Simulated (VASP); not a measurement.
# GaN (F-43m) in VASP: further runs, part 2 of 2

VASP 6.6.1. The steps go on from the part before.

## Step 4: Single point, PBE (volume scaled by 0.97)

INCAR

```
SYSTEM = GaN
PREC = Accurate
ENCUT = 520
EDIFF = 1E-7
ISMEAR = 0
SIGMA = 0.02
LREAL = .False.
LASPH = .True.
NELM = 80
ALGO = Normal
ISIF = 2
LWAVE = .False.
LCHARG = .False.
GGA = PE
NBANDS = 16
```

KPOINTS

```
regular mesh
0
Gamma
  10 10 10
  0 0 0
```

POSCAR

```
GaN
1.0
    0.0000000000      2.2512529619      2.2512529619
    2.2512529619      0.0000000000      2.2512529619
    2.2512529619      2.2512529619      0.0000000000
Ga N
1 1
Direct
    0.0000000000      0.0000000000      0.0000000000
    0.7500000000      0.7500000000      0.7500000000
```

Potentials or basis: VASP PAW PBE potentials, release 64 (Ga_d, N).

Run with:

```
$ cat potpaw_PBE.64/Ga_d/POTCAR potpaw_PBE.64/N/POTCAR > POTCAR
$ mpirun -np 1 vasp_std > vasp.out
```

OUTCAR:

```text
SYSTEM = GaN
   PREC = Accurate
   ENCUT = 520
   EDIFF = 1E-7
   ISMEAR = 0
   LREAL = .False.
   LASPH = .True.
   NELM = 80
   ISIF = 2
   GGA = PE

 ion  position               nearest neighbor table
   1  0.000  0.000  0.000-   2 1.95   2 1.95   2 1.95   2 1.95
   2  0.750  0.750  0.750-   1 1.95   1 1.95   1 1.95   1 1.95

  LATTYP: Found a face centered cubic cell.
 ALAT       =     4.5025059238

  Lattice vectors:

 A1 = (   0.0000000000,   2.2512529619,   2.2512529619)
 A2 = (   2.2512529619,   0.0000000000,   2.2512529619)
 A3 = (   2.2512529619,   2.2512529619,   0.0000000000)

Analysis of symmetry for initial positions (statically):
=====================================================================
 Subroutine PRICEL returns:
 Original cell was already a primitive cell.

 Routine SETGRP: Setting up the symmetry group for a
 face centered cubic supercell.

 Subroutine GETGRP returns: Found 24 space group operations
 (whereof 24 operations were pure point group operations)
 out of a pool of 48 trial point group operations.

The static configuration has the point symmetry T_d .

Analysis of symmetry for dynamics (positions and initial velocities):
=====================================================================
 Subroutine PRICEL returns:
 Original cell was already a primitive cell.

 Routine SETGRP: Setting up the symmetry group for a
 face centered cubic supercell.

 Subroutine GETGRP returns: Found 24 space group operations
 (whereof 24 operations were pure point group operations)
 out of a pool of 48 trial point group operations.

The dynamic configuration has the point symmetry T_d .

 Subroutine INISYM returns: Found 24 space group operations
 (whereof 24 operations are pure point group operations),
 and found     1 'primitive' translations

----------------------------------------------------------------------------------------

                                     Primitive cell

  volume of cell :      22.8193
[... 108 lines left out ...]
     AMIX     =   0.40;   BMIX     =  1.00
     AMIX_MAG =   1.60;   BMIX_MAG =  1.00
  volume/ion in A,a.u.               =      11.41        77.00
  Fermi-wavevector in a.u.,A,eV,Ry     =   1.512625  2.858447 31.130612  2.288035
  Thomas-Fermi vector in A             =   2.622525
   LORBIT       =      0    0 simple, 1 ext, 2 COOP (PROOUT), +10 PAW based schemes
   GGA     = PE    functional components
   LHFCALC =     F    Hartree Fock is set to
   AEXX    =    0.0000 exact exchange contribution
   IVDW    =     0    specifies the selected vdW correction
   LEPSILON=     F    determine dielectric tensor
   LRPA    =     F    only Hartree local field effects (RPA)
 non-spin polarized calculation
 Gauss-broadening in eV      SIGMA  =   0.02
  energy-cutoff  :      520.00
  volume of cell :       22.82
 maximum number of plane-waves:       636
   NGX = 11   NGY = 11   NGZ = 11

 number of electron      18.0000006 magnetization

 Free energy of the ion-electron system (eV)
  ---------------------------------------------------
  ext. energy  EPLUGINS =         0.00000000
  ---------------------------------------------------
  free energy    TOTEN  =       -12.14085976 eV

  energy without entropy =      -12.14085976  energy(sigma->0) =      -12.14085976

 E-fermi :   5.5060     XC(G=0): -11.6829

 val. band max:        5.3137503052   @ k =   0.0000   0.0000   0.0000
 cond. band min:       7.0575740065   @ k =   0.0000   0.0000   0.0000
 fundamental gap:      1.7438237013
 Fermi energy:         5.5059505767

 k-point     1 :       0.0000    0.0000    0.0000
  band No.  band energies     occupation
      1     -10.6453      2.00000
      2      -8.1302      2.00000
      3      -8.1302      2.00000
      4      -8.1302      2.00000
      5      -7.8074      2.00000
      6      -7.8074      2.00000
[... 433 lines left out ...]
      3      -7.9041      2.00000
      4      -7.9036      2.00000
      5      -7.7465      2.00000
      6      -6.8888      2.00000
[... 8 lines left out ...]
     15      27.6748      0.00000
     16      27.7747      0.00000

 [... further k-points ...]

------------------------ aborting loop because EDIFF is reached ----------------------------------------

  FORCE on cell =-STRESS in cart. coord.  units (eV):
  Direction    XX          YY          ZZ          XY          YZ          ZX
  --------------------------------------------------------------------------------------
  -------------------------------------------------------------------------------------
  Total        0.8037423      0.8037423      0.8037423     -0.0000000     -0.0000000      0.0000000
  in kB       56.4318788     56.4318788     56.4318788     -0.0000000     -0.0000000      0.0000000
  external PRESSURE =      56.4318788 kB  Pullay stress =       0.0000000 kB

 VOLUME and BASIS-vectors are now :
 -----------------------------------------------------------------------------
  energy-cutoff  :      520.00
  volume of cell :       22.82
      direct lattice vectors                 reciprocal lattice vectors
     0.000000000  2.251252962  2.251252962    -0.222098542  0.222098542  0.222098542
     2.251252962  0.000000000  2.251252962     0.222098542 -0.222098542  0.222098542
     2.251252962  2.251252962  0.000000000     0.222098542  0.222098542 -0.222098542

 POSITION                                       TOTAL-FORCE (eV/Angst)
 -----------------------------------------------------------------------------------
      0.00000      0.00000      0.00000         0.000000      0.000000     -0.000000
      3.37688      3.37688      3.37688        -0.000000     -0.000000      0.000000
 -----------------------------------------------------------------------------------
    total drift:                               -0.000002     -0.000002     -0.000002

  FREE ENERGIE OF THE ION-ELECTRON SYSTEM (eV)
  ---------------------------------------------------
  free  energy   TOTEN  =       -12.1408597635 eV

  energy  without entropy=      -12.1408597635  energy(sigma->0) =      -12.14085976
```

Run time: 19 s. Hardware: 1 thread of Intel Xeon 8259CL, shared host; peak memory 0.15 GiB.

Results:

* Free energy: -12.1409 eV
* Pressure: 5.6 GPa
* Band gap on the k mesh: 1.74 eV, direct

Caveat: the cell differs from its parent crystal (volume scaled by 0.97).

## Step 5: Single point, PBE

This run uses another cell than the first one, of 11.76 Å³/atom, 1.064 times its volume.

INCAR

```
PREC     = Accurate       # precision mode
ENCUT    = 520            # plane-wave cutoff, eV
EDIFF    = 1E-6           # SCF threshold, eV
ISMEAR   = 0              # smearing method
SIGMA    = 0.02           # smearing width, eV
LREAL    = False          # projectors in reciprocal space
LASPH    = True           # aspherical terms in the spheres
NELM     = 80             # most SCF steps
ALGO     = Normal         # electronic algorithm
ISIF     = 2              # what is computed and relaxed
LWAVE    = False          # write WAVECAR
LCHARG   = False          # write CHGCAR
GGA      = PE             # functional
NBANDS   = 16             # bands
```

KPOINTS

```
regular mesh
0
Gamma
  10 10 10
```

POSCAR

```
GaN
1.0
    0.0000000000      2.2742265177      2.2742265177
    2.2742265177      0.0000000000      2.2742265177
    2.2742265177      2.2742265177      0.0000000000
Ga N
1 1
Direct
    0.0000000000      0.0000000000      0.0000000000
    0.7500000000      0.7500000000      0.7500000000
```

Potentials or basis: VASP PAW PBE potentials, release 64 (Ga_d, N).

Run with:

```
$ cat potpaw_PBE.64/Ga_d/POTCAR potpaw_PBE.64/N/POTCAR > POTCAR
$ mpirun -np 1 vasp_std > vasp.out
```

OUTCAR:

```text
PREC = Accurate
   ENCUT = 520
   EDIFF = 1E-6
   ISMEAR = 0
   LREAL = False
   LASPH = True
   NELM = 80
   ISIF = 2
   GGA = PE

 ion  position               nearest neighbor table
   1  0.000  0.000  0.000-   2 1.97   2 1.97   2 1.97   2 1.97
   2  0.750  0.750  0.750-   1 1.97   1 1.97   1 1.97   1 1.97

  LATTYP: Found a face centered cubic cell.
 ALAT       =     4.5484530354

  Lattice vectors:

 A1 = (   0.0000000000,   2.2742265177,   2.2742265177)
[... 641 lines left out ...]

------------------------ aborting loop because EDIFF is reached ----------------------------------------

  FORCE on cell =-STRESS in cart. coord.  units (eV):
  Direction    XX          YY          ZZ          XY          YZ          ZX
  --------------------------------------------------------------------------------------
  -------------------------------------------------------------------------------------
  Total        0.0162085      0.0162085      0.0162085     -0.0000000     -0.0000000      0.0000000
  in kB        1.1038841      1.1038841      1.1038841     -0.0000000     -0.0000000      0.0000000
  external PRESSURE =       1.1038841 kB  Pullay stress =       0.0000000 kB

 VOLUME and BASIS-vectors are now :
 -----------------------------------------------------------------------------
  energy-cutoff  :      520.00
  volume of cell :       23.53
      direct lattice vectors                 reciprocal lattice vectors
     0.000000000  2.274226518  2.274226518    -0.219854969  0.219854969  0.219854969
     2.274226518  0.000000000  2.274226518     0.219854969 -0.219854969  0.219854969
     2.274226518  2.274226518  0.000000000     0.219854969  0.219854969 -0.219854969

 POSITION                                       TOTAL-FORCE (eV/Angst)
 -----------------------------------------------------------------------------------
      0.00000      0.00000      0.00000         0.000000      0.000000      0.000000
      3.41134      3.41134      3.41134        -0.000000     -0.000000     -0.000000
 -----------------------------------------------------------------------------------
    total drift:                               -0.000002     -0.000002     -0.000001

  FREE ENERGIE OF THE ION-ELECTRON SYSTEM (eV)
  ---------------------------------------------------
  free  energy   TOTEN  =       -12.1535549276 eV

  energy  without entropy=      -12.1535549276  energy(sigma->0) =      -12.15355493
```

Wall time 22 s (1 thread of Intel Xeon 8259CL, shared host); peak memory 0.15 GiB.

What came out:

- Free energy: -12.1536 eV
- Pressure: 0.1 GPa
- Band gap on the k mesh: 1.55 eV, direct

Levels at points of the mesh, in eV from the valence-band top:
```csv
k point,band 5,band 6,band 7,band 8,band 9,band 10,band 11,band 12,band 13,band 14
"(0.00, 0.00, 0.00)",-13.13,-13.13,0.00,0.00,0.00,1.55,10.13,10.13,10.13,17.23
"(0.50, 0.00, 0.00)",-13.09,-11.88,-6.86,-0.93,-0.93,4.45,8.59,10.22,10.22,15.40
"(0.50, 0.50, 0.00)",-13.06,-11.45,-6.01,-2.61,-2.61,3.34,6.50,11.52,13.67,13.67
```

Expect the measured gap to be larger: semilocal functionals such as PBE lack the derivative discontinuity.

## Step 6: The runs side by side

| cell | gap on the mesh (eV) | pressure (GPa) |
| --- | --- | --- |
| a = 3.151 Å, angles 60.0°, 2 atoms | 1.95 | 12.2 |
| a = 3.117 Å, angles 60.0°, 2 atoms | 2.16 | 19.9 |
| a = 3.184 Å, angles 60.0°, 2 atoms | 1.74 | 5.6 |
| a = 3.216 Å, angles 60.0°, 2 atoms | 1.55 | 0.1 |

Alike in all rows: task single point; level PBE; potentials or basis VASP PAW PBE potentials, release 64 (Ga_d, N); no spin polarisation; k mesh 10 × 10 × 10; cutoff (eV) 520; smearing gaussian 0.02 eV.

Absolute energies hang on the potentials; compare differences alone.
